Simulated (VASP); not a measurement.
# TiAl3 (Pmm2) in VASP: further runs, part 2 of 2

VASP 6.6.1.

## Step 3: Single point, PBEsol

This run uses another cell than the first one, of 15.90 Å³/atom.

Contents of INCAR:

```
  ALGO = Fast
  EDIFF = 1E-7
  ENCUT = 520
  GGA = PS
  ISIF = 2
  ISMEAR = 0
  LASPH = T
  LCHARG = F
  LREAL = F
  LWAVE = F
  NBANDS = 18
  NELM = 100
  PREC = Accurate
  SIGMA = 0.1
```

Contents of KPOINTS:

```
k-points
0
Gamma
  14 10 10
```

Contents of POSCAR:

```
TiAl3
1.0
    2.7816017858      0.0000000000      0.0000000000
    0.0000000000      4.6710903824      0.0000000000
    0.0000000000      0.0000000000      4.8936301351
Ti Al
1 3
Direct
    0.0000000000      0.5000000000      0.1631796134
    0.5000000000      0.5000000000      0.6640540675
    0.5000000000      0.0000000000      0.3331085268
    0.0000000000      0.0000000000      0.8396567923
```

Potentials or basis: VASP PAW PBE potentials, release 64 (Ti_sv, Al).

Command:

```bash
$ cat potpaw_PBE.64/Ti_sv/POTCAR potpaw_PBE.64/Al/POTCAR > POTCAR
$ mpirun -np 1 vasp_std > vasp.out
```

OUTCAR:

```text
EDIFF = 1E-7
   ENCUT = 520
   GGA = PS
   ISIF = 2
   ISMEAR = 0
   LASPH = T
   LREAL = F
   NELM = 100
   PREC = Accurate

 ion  position               nearest neighbor table
   1  0.000  0.500  0.163-   2 2.81   2 2.81   2 2.82   2 2.82   4 2.82   4 2.82   3 2.84   3 2.84
                             3 2.84   3 2.84
   2  0.500  0.500  0.664-   1 2.81   1 2.81   1 2.82   1 2.82   3 2.84   3 2.84   4 2.85   4 2.85
                             4 2.85   4 2.85
[... 711 lines left out ...]
  FORCE on cell =-STRESS in cart. coord.  units (eV):
  Direction    XX          YY          ZZ          XY          YZ          ZX
  --------------------------------------------------------------------------------------
  -------------------------------------------------------------------------------------
  Total        0.0041613      0.0118332      0.0048471      0.0000000      0.0000000      0.0000000
  in kB        0.1048576      0.2981733      0.1221364      0.0000000      0.0000000      0.0000000
  external PRESSURE =       0.1750558 kB  Pullay stress =       0.0000000 kB

 VOLUME and BASIS-vectors are now :
 -----------------------------------------------------------------------------
  energy-cutoff  :      520.00
  volume of cell :       63.58
      direct lattice vectors                 reciprocal lattice vectors
     2.781601786  0.000000000  0.000000000     0.359505090  0.000000000  0.000000000
     0.000000000  4.671090382  0.000000000     0.000000000  0.214082777  0.000000000
     0.000000000  0.000000000  4.893630135     0.000000000  0.000000000  0.204347278

 POSITION                                       TOTAL-FORCE (eV/Angst)
 -----------------------------------------------------------------------------------
      0.00000      2.33555      0.79854         0.000000      0.000000      0.000382
      1.39080      2.33555      3.24963         0.000000      0.000000      0.001040
      1.39080      0.00000      1.63011         0.000000      0.000000     -0.000380
      0.00000      0.00000      4.10897         0.000000      0.000000     -0.001042
 -----------------------------------------------------------------------------------
    total drift:                               -0.000000      0.000000      0.000099

  FREE ENERGIE OF THE ION-ELECTRON SYSTEM (eV)
  ---------------------------------------------------
  free  energy   TOTEN  =       -21.6007441662 eV

  energy  without entropy=      -21.5881229180  energy(sigma->0) =      -21.59443354
```

OSZICAR:

```text
N       E                     dE             d eps       ncg     rms          rms(c)
DAV:   1     0.130519007151E+03    0.13052E+03   -0.94667E+03 10368   0.109E+03
DAV:   2    -0.101184137901E+02   -0.14064E+03   -0.13730E+03 10512   0.295E+02
DAV:   3    -0.226967049034E+02   -0.12578E+02   -0.12371E+02 18314   0.732E+01
[... 25 lines left out ...]
RMM:  29    -0.216007436785E+02   -0.26565E-06   -0.29326E-06 11955   0.572E-03    0.667E-03
RMM:  30    -0.216007438702E+02   -0.19170E-06   -0.21146E-06 12035   0.505E-03    0.706E-03
RMM:  31    -0.216007440033E+02   -0.13312E-06   -0.14875E-06 11441   0.440E-03    0.706E-03
RMM:  32    -0.216007440972E+02   -0.93909E-07   -0.10885E-06 11525   0.396E-03    0.706E-03
RMM:  33    -0.216007441662E+02   -0.68993E-07   -0.78801E-07 10949   0.357E-03
   1 F= -.21600744E+02 E0= -.21594434E+02  d E =-.126212E-01
```

It took 6.9 min on 1 thread of Intel Xeon Platinum 8488C (Sapphire Rapids), shared host; peak memory 0.41 GiB.

What came out:

| Item | Value |
| --- | --- |
| Free energy | -21.6007 eV |
| Pressure | 0.0 GPa |
| Band gap on the k mesh | zero (an odd number of electrons rules out a gap without spin polarisation) |

Caveat: the PAW data sets were made with another functional, which shifts forces and pressure a little.

## Step 4: Single point, PBEsol

This run uses another cell than the first one, of 15.90 Å³/atom.

Contents of INCAR:

```
SYSTEM = TiAl3
  PREC = Accurate
  ENCUT = 520
  EDIFF = 1E-6
  ISMEAR = 0
  SIGMA = 0.1
  LREAL = .False.
  LASPH = .True.
  NELM = 80
  ALGO = Fast
  ISIF = 2
  LWAVE = .False.
  LCHARG = .False.
  GGA = PS
  NBANDS = 18
```

Contents of KPOINTS:

```
regular mesh
0
Gamma
  14 10 10
  0 0 0
```

POSCAR is that of step 3.

Potentials or basis: VASP PAW PBE potentials, release 64 (Ti_sv, Al).

Command:

```bash
$ cat potpaw_PBE.64/Ti_sv/POTCAR potpaw_PBE.64/Al/POTCAR > POTCAR
$ mpirun -np 1 vasp_std > vasp.out
```

OUTCAR:

```text
SYSTEM = TiAl3
   PREC = Accurate
   ENCUT = 520
   EDIFF = 1E-6
   ISMEAR = 0
   LREAL = .False.
   LASPH = .True.
   NELM = 80
   ISIF = 2
   GGA = PS

 ion  position               nearest neighbor table
   1  0.000  0.500  0.163-   2 2.81   2 2.81   2 2.82   2 2.82   4 2.82   4 2.82   3 2.84   3 2.84
                             3 2.84   3 2.84
   2  0.500  0.500  0.664-   1 2.81   1 2.81   1 2.82   1 2.82   3 2.84   3 2.84   4 2.85   4 2.85
                             4 2.85   4 2.85
   3  0.500  0.000  0.333-   4 2.79   4 2.79   2 2.84   2 2.84   4 2.84   4 2.84   1 2.84   1 2.84
                             1 2.84   1 2.84
   4  0.000  0.000  0.840-   3 2.79   3 2.79   1 2.82   1 2.82   3 2.84   3 2.84   2 2.85   2 2.85
                             2 2.85   2 2.85

  LATTYP: Found a simple orthorhombic cell.
 ALAT       =     2.7816017858
 B/A-ratio  =     1.6792807677
 C/A-ratio  =     1.7592849415

  Lattice vectors:

 A1 = (   2.7816017858,   0.0000000000,   0.0000000000)
 A2 = (   0.0000000000,   4.6710903824,   0.0000000000)
 A3 = (   0.0000000000,   0.0000000000,   4.8936301351)

Analysis of symmetry for initial positions (statically):
=====================================================================
[... 182 lines left out ...]
 fundamental gap:      0.0066132502
 Fermi energy:         8.2121313036

 k-point     1 :       0.0000    0.0000    0.0000
  band No.  band energies     occupation
      1     -47.9829      2.00000
      2     -24.4145      2.00000
      3     -24.4141      2.00000
      4     -24.0001      2.00000
      5      -2.0280      2.00000
      6       3.0238      2.00000
[... 481 lines left out ...]
      5       2.7826      2.00000
      6       2.9137      2.00000
[... 10 lines left out ...]
     17      12.3750      0.00000
     18      12.7190      0.00000

 [... further k-points ...]

------------------------ aborting loop because EDIFF is reached ----------------------------------------

  FORCE on cell =-STRESS in cart. coord.  units (eV):
  Direction    XX          YY          ZZ          XY          YZ          ZX
  --------------------------------------------------------------------------------------
  -------------------------------------------------------------------------------------
  Total        0.0089917      0.0175389      0.0101024      0.0000000      0.0000000      0.0000000
  in kB        0.2265737      0.4419441      0.2545603      0.0000000      0.0000000      0.0000000
  external PRESSURE =       0.3076927 kB  Pullay stress =       0.0000000 kB

 VOLUME and BASIS-vectors are now :
 -----------------------------------------------------------------------------
  energy-cutoff  :      520.00
  volume of cell :       63.58
      direct lattice vectors                 reciprocal lattice vectors
     2.781601786  0.000000000  0.000000000     0.359505090  0.000000000  0.000000000
     0.000000000  4.671090382  0.000000000     0.000000000  0.214082777  0.000000000
     0.000000000  0.000000000  4.893630135     0.000000000  0.000000000  0.204347278

 POSITION                                       TOTAL-FORCE (eV/Angst)
 -----------------------------------------------------------------------------------
      0.00000      2.33555      0.79854         0.000000      0.000000      0.000295
      1.39080      2.33555      3.24963         0.000000      0.000000      0.001098
      1.39080      0.00000      1.63011         0.000000      0.000000     -0.000285
      0.00000      0.00000      4.10897         0.000000      0.000000     -0.001109
 -----------------------------------------------------------------------------------
    total drift:                               -0.000000      0.000000     -0.000023

  FREE ENERGIE OF THE ION-ELECTRON SYSTEM (eV)
  ---------------------------------------------------
  free  energy   TOTEN  =       -21.6007422808 eV

  energy  without entropy=      -21.5881209524  energy(sigma->0) =      -21.59443162
```

stdout:

```text
POSCAR found type information on POSCAR TiAl
 POSCAR found :  2 types and       4 ions
 scaLAPACK will be used
 -----------------------------------------------------------------------------
|                                                                             |
|                                                                             |
|     You enforced a specific xc type in the INCAR file but a different       |
|     I HOPE YOU KNOW WHAT YOU ARE DOING!                                     |
|                                                                             |
 -----------------------------------------------------------------------------

 LDA part: xc-table for (Slater+PW92), standard interpolation
 POSCAR, INCAR and KPOINTS ok, starting setup
 FFT: planning ... GRIDC
 FFT: planning ... GRID_SOFT
 FFT: planning ... GRID
 WAVECAR not read
 entering main loop
WARNING in EDDRMM: call to ZHEGV failed, returncode =   8  4      2
WARNING in EDDRMM: call to ZHEGV failed, returncode =   6  3     13
WARNING in EDDRMM: call to ZHEGV failed, returncode =   8  4     12
```

Wall time 5.1 min (1 thread of Intel Xeon Platinum 8488C (Sapphire Rapids), shared host); peak memory 0.41 GiB.

What came out:

- Free energy: -21.6007 eV
- Pressure: 0.0 GPa
- Band gap on the k mesh: zero (an odd number of electrons rules out a gap without spin polarisation)

Caveat: the PAW data sets were made with another functional, which shifts forces and pressure a little.

## Step 5: Overview

```csv
level,potentials or basis,cell,further INCAR settings,gap on the mesh (eV),pressure (GPa)
LDA,"VASP PAW LDA potentials, release 64 (Ti_sv, Al)","a = 2.754, b = 4.632, c = 4.850 Å, 4 atoms",ALGO = Fast; EDIFF = 1e-06; NBANDS = 18,none,0.1
PBEsol,"VASP PAW PBE potentials, release 64 (Ti_sv, Al)","a = 2.782, b = 4.671, c = 4.894 Å, 4 atoms",ALGO = Fast; EDIFF = 1e-07; NBANDS = 18,none,0.0
PBEsol,"VASP PAW PBE potentials, release 64 (Ti_sv, Al)","a = 2.782, b = 4.671, c = 4.894 Å, 4 atoms",ALGO = Fast; EDIFF = 1e-06; NBANDS = 18,none,0.0
```

Alike in all rows: task single point; no spin polarisation; k mesh 14 × 10 × 10; cutoff (eV) 520; smearing gaussian 0.1 eV.

Caveats: the PAW data sets were made with another functional, which shifts forces and pressure a little (at least some runs).

Total energies depend on the potentials used, so only differences within one code and one set of settings carry meaning.
